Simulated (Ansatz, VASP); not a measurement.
**One calculation of Hf, two programs**

```
CELL_PARAMETERS angstrom
3.19670 0.00000 0.00000
-1.59835 2.76842 0.00000
0.00000 0.00000 5.05780
ATOMIC_POSITIONS crystal
Hf 0.29270 0.58539 0.25000
Hf 0.66667 0.33333 0.75000
```

Alike in both runs: task single point; functional PBE; k mesh 18 × 18 × 10; occupations gaussian, width 0.15 eV; no spin polarisation.

|  | VASP | Ansatz |
| --- | --- | --- |
| version | VASP 6.6.1 | Ansatz 0.2.0 |
| potentials or method | VASP PAW PBE potentials, release 64 (Hf_pv), cutoff 520 eV | scalar-relativistic, plane waves, PAW |
| valence electrons in the cell | 20 | 52 |

VASP gave:

- gap on the k mesh at the Fermi level (eV): none
- pressure (GPa): 0.3
- traceless stress, the component that is largest in VASP (GPa): -2.10
- rms of the force components (eV/Å): 0.232

Task: What did Ansatz give for the same quantities?

Result: gap on the k mesh at the Fermi level (eV): none; pressure (GPa): 0.7; traceless stress, the component that is largest in VASP (GPa): -2.17; rms of the force components (eV/Å): 0.231.

Atom by atom the forces differ by 0.001 eV/Å (rms over components). A gap of «none» marks a metal or a gap that the smearing closes. VASP's potentials hold 20 valence electrons a cell and Ansatz's 52, so a difference there can come from the potentials and not from the codes.

Spin-orbit coupling is off throughout.
